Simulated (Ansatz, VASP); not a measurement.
PbS in VASP and in Ansatz

POSCAR

```
PbS
1.0
    3.5308595210      0.0000000000      0.0000000000
    0.0000000000      3.5308595210      0.0000000000
    0.0000000000      0.0000000000      3.5308595210
Pb S
1 1
Direct
    0.0000000000      0.0000000000      0.0000000000
    0.5000000000      0.5000000000      0.5000000000
```

INCAR.step1

```
SYSTEM = PbS
ALGO = Normal
EDIFF = 1E-4
ENCUT = 520
GGA = PE
ISMEAR = 0
LASPH = .TRUE.
LCHARG = .FALSE.
LREAL = .FALSE.
LWAVE = .TRUE.
NBANDS = 17
NELM = 80
PREC = Accurate
SIGMA = 0.1
```

INCAR.step2

```
SYSTEM = PbS
ALGO = Normal
EDIFF = 1E-7
ENCUT = 520
ISIF = 2
ISMEAR = 0
ISTART = 1
LASPH = .TRUE.
LCHARG = .FALSE.
LMIXTAU = .TRUE.
LREAL = .FALSE.
LWAVE = .FALSE.
METAGGA = R2SCAN
NBANDS = 17
NELM = 80
PREC = Accurate
SIGMA = 0.1
```

The input KPOINTS:

```
k-points
0
G
  12 12 12
  0 0 0
```

Input for Ansatz:

```yaml
crystal:
  lattice:
    - [3.530859521, 0.0, 0.0]
    - [0.0, 3.530859521, 0.0]
    - [0.0, 0.0, 3.530859521]
  atoms:
    - { symbol: Pb, position: [0.0, 0.0, 0.0] }
    - { symbol: S, position: [0.5, 0.5, 0.5] }
basis:
  ecutwfc: 500
kpoints:
  mp_grid: { grid: [12, 12, 12] }
hamiltonian:
  xc: r2scan
scf:
  occupations: { method: gaussian, width: 0.1 }
output:
  forces: true
  stress: true
  eigenvalues: true
```

Alike in both runs: task single point; functional r2SCAN; k mesh 12 × 12 × 12; occupations gaussian, width 0.1 eV; no spin polarisation.

|  | VASP | Ansatz |
| --- | --- | --- |
| version | VASP 6.6.1 | Ansatz 0.2.0 |
| potentials or method | VASP PAW PBE potentials, release 64 (Pb_d, S), cutoff 520 eV | scalar-relativistic, plane waves, PAW |
| valence electrons in the cell | 20 | 20 |

```csv
,VASP,Ansatz,Ansatz less VASP
gap on the k mesh at the Fermi level (eV),none,none,-
pressure (GPa),6.6,6.5,-0.02
```

VASP's potentials were made for PBE, not for r2SCAN. A gap of «none» marks a metal or a gap that the smearing closes.

Neither program's run includes spin-orbit coupling.
